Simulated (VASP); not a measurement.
Write the native input for VASP 6.6.1 that does the following.

- Task: single point
- Functional: r2SCAN
- Potentials or basis: VASP PAW PBE potentials, release 64 (Al, Cu)
- Cutoff: 520 eV
- k mesh: 16 × 16 × 16
- Occupations: gaussian, width 0.15 eV
- Spin: no spin polarisation
- Dipole correction: no
- Further INCAR settings: ALGO = Normal; EDIFF = 1e-06; NBANDS = 16

Crystal: Al2Cu.

```
Al Cu
1.0
    -1.96654    1.96654    2.95300
     1.96654   -1.96654    2.95300
     1.96654    1.96654   -2.95300
Al Cu
2 1
Direct
  0.75000 0.25000 0.50000
  0.25000 0.75000 0.50000
  0.50000 0.50000 0.00000
```

This cell differs from its parent crystal: strain -0.030 along x and y, +0.030 along z.

The input as run:

POSCAR

```
Al2Cu
1.0
   -1.9665367913      1.9665367913      2.9529971388
    1.9665367913     -1.9665367913      2.9529971388
    1.9665367913      1.9665367913     -2.9529971388
Al Cu
2 1
Direct
    0.7500000000      0.2500000000      0.5000000000
    0.2500000000      0.7500000000      0.5000000000
    0.5000000000      0.5000000000      0.0000000000
```

INCAR.step1

```
SYSTEM = Al2Cu
ALGO = Normal ; EDIFF = 1E-4
ENCUT = 520 ; GGA = PE
ISMEAR = 0 ; LASPH = .True.
LCHARG = .False. ; LREAL = .False.
LWAVE = .True. ; NBANDS = 16
NELM = 60 ; PREC = Accurate
SIGMA = 0.15
```

INCAR.step2

```
SYSTEM = Al2Cu
ALGO = Normal ; EDIFF = 1E-6
ENCUT = 520 ; ISIF = 2
ISMEAR = 0 ; ISTART = 1
LASPH = .True. ; LCHARG = .False.
LMIXTAU = .True. ; LREAL = .False.
LWAVE = .False. ; METAGGA = R2SCAN
NBANDS = 16 ; NELM = 60
PREC = Accurate ; SIGMA = 0.15
```

KPOINTS

```
k-points
0
Gamma
  16 16 16
  0 0 0
```

Potentials or basis: VASP PAW PBE potentials, release 64 (Al, Cu).

The run is started by

```sh
$ cat potpaw_PBE.64/Al/POTCAR potpaw_PBE.64/Cu/POTCAR > POTCAR
$ cp INCAR.step1 INCAR
$ mpirun -np 1 vasp_std > vasp.out
$ cp INCAR.step2 INCAR
$ mpirun -np 1 vasp_std > vasp.out
```

It gave:

```json
{"Pressure": "3.6 GPa", "Band gap on the k mesh": "zero (an odd number of electrons rules out a gap without spin polarisation)"}
```

Caveat: the cell differs from its parent crystal (strain -0.030 along x and y, +0.030 along z); the stress differs along the axes, from -1 to 6 GPa; the PAW data sets were made with another functional, which shifts forces and pressure a little.

It took 27 min on 1 thread of Oxide Virtual Turin-like Processor, on a shared host, peak memory 0.33 GiB.
